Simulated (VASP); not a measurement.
Runs of VASP 6.6.1 on I. The structure is that of space group Im-3m (No. 229), or close to it. The cells are those of the table. 

```csv
cell,gap on the mesh (eV),pressure (GPa)
"a = 3.545 Å, angles 109.5°, 1 atom",none,-1.0
"a = 3.667 Å, angles 109.5°, 1 atom",none,-3.0
"a = 3.570 Å, angles 109.5°, 1 atom",none,-1.5
"a = 3.643 Å, angles 109.5°, 1 atom",none,-2.7
"a = 3.619 Å, angles 109.5°, 1 atom",none,(b)
"a = 3.595 Å, angles 109.5°, 1 atom",none,-2.0
"a = 3.690 Å, angles 109.5°, 1 atom",none,(a)
```

Alike in all rows: task single point; level PBEsol; potentials or basis VASP PAW PBE potentials, release 64 (I); no spin polarisation; k mesh 8 × 8 × 8; cutoff (eV) 500; smearing fermi-dirac 0.1 eV.

Task: Estimate the missing entries.

Result: (a) -3.2; (b) -2.4.

Caveats: the PAW data sets were made with another functional, which shifts forces and pressure a little; spin-orbit coupling is left out, which moves the levels of the heavy elements; an odd number of electrons without spin polarisation forces a metal; a magnetic or distorted state may lie lower; the cell stands under tension (at least some runs).

A k mesh can miss the band edges, and the runs leave out spin-orbit coupling on I.

A gap of «none» marks levels without a gap at the run's occupations.
